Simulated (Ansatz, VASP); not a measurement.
# Two plane-wave programs on CsH5

```xyz
6
Lattice="4.4497 0.0000 0.0000 -2.2249 3.8536 0.0000 0.0000 0.0000 5.4828" Properties=species:S:1:pos:R:3 pbc="T T T"
Cs    0.0000    2.5690    0.0000
H     2.7066    1.0064    2.7414
H     2.2249    1.8408    2.7414
H     1.7431    1.0064    2.7414
H     0.0000    0.0000    2.7414
H     2.2249    1.2845    0.0000
```

Alike in both runs: task relaxation of cell and atoms; functional PBE; k mesh 12 × 12 × 8; occupations gaussian, width 0.1 eV; no spin polarisation.

|  | VASP | Ansatz |
| --- | --- | --- |
| version | VASP 6.6.1 | Ansatz 0.2.0 |
| potentials or method | VASP PAW PBE potentials, release 64 (Cs_sv, H), cutoff 600 eV | scalar-relativistic, plane waves, PAW |
| valence electrons in the cell | 14 | 14 |

```csv
,VASP,Ansatz,Ansatz less VASP
"gap on the k mesh at the Fermi level, each at its own relaxed structure (eV)",none,none,-
relaxed volume (Å³/atom),15.68,15.67,-0.008
relaxed cell length with the largest relative difference (Å),4.451,4.450,-0.0008
```

A gap of «none» marks a metal or a gap that the smearing closes.

Spin-orbit coupling is off throughout.
